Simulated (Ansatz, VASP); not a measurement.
## Two plane-wave programs on Na

```
CELL_PARAMETERS angstrom
3.66914 0.00000 0.00000
-1.83457 3.17757 0.00000
0.00000 0.00000 5.89817
ATOMIC_POSITIONS crystal
Na 0.33333 0.66667 0.25000
Na 0.66667 0.33333 0.75000
```

Change from the starting cell: mode 4 frozen in at +0.000 Å, equal normal strain along x and y +0.0133.

Alike in both runs: task single point; functional LDA; k mesh 15 × 15 × 8; occupations gaussian, width 0.15 eV; no spin polarisation.

|  | VASP | Ansatz |
| --- | --- | --- |
| version | VASP 6.6.1 | Ansatz 0.2.0 |
| potentials or method | VASP PAW LDA potentials, release 64 (Na_pv), cutoff 520 eV | scalar-relativistic, plane waves, PAW |
| valence electrons in the cell | 14 | 18 |

|  | VASP | Ansatz | Ansatz less VASP |
| --- | --- | --- | --- |
| gap on the k mesh at the Fermi level (eV) | none | none | - |
| pressure (GPa) | -0.2 | -0.2 | -0.02 |
| traceless stress, the component that is largest in VASP (GPa) | 0.07 | 0.07 | +0.001 |

LDA's correlation is that of Perdew and Zunger in VASP and of Perdew and Wang (1992) in Ansatz. A gap of «none» marks a metal or a gap that the smearing closes. VASP's potentials hold 14 valence electrons a cell and Ansatz's 18, so a difference there can come from the potentials and not from the codes.
